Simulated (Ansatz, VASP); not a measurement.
One calculation of SnTe, two programs

```
CELL_PARAMETERS angstrom
0.00000 2.90398 3.40902
2.90398 0.00000 3.40902
2.90398 2.90398 0.00000
ATOMIC_POSITIONS crystal
Sn 0.00000 0.00000 0.00000
Te 0.50000 0.50000 0.50000
```

Change from the starting cell: strain -0.080 along x and y, +0.080 along z, atoms carried along.

Alike in both runs: task single point; functional PBE; k mesh 10 × 10 × 10; occupations gaussian, width 0.03 eV; no spin polarisation.

|  | VASP | Ansatz |
| --- | --- | --- |
| version | VASP 6.6.1 | Ansatz 0.2.0 |
| potentials or method | VASP PAW PBE potentials, release 64 (Sn_d, Te), cutoff 520 eV | scalar-relativistic, plane waves, PAW |
| valence electrons in the cell | 20 | 30 |

```csv
,VASP,Ansatz,Ansatz less VASP
gap on the k mesh at the Fermi level (eV),none,none,-
pressure (GPa),10.7,10.7,+0.04
"traceless stress, the component that is largest in VASP (GPa)",-14.32,-14.31,+0.002
```

A gap of «none» marks a metal or a gap that the smearing closes. The functional is the same, so the differences come from potentials, cutoffs and numerics. VASP's potentials hold 20 valence electrons a cell and Ansatz's 30, so a difference there can come from the potentials and not from the codes.

Spin-orbit coupling is off throughout.
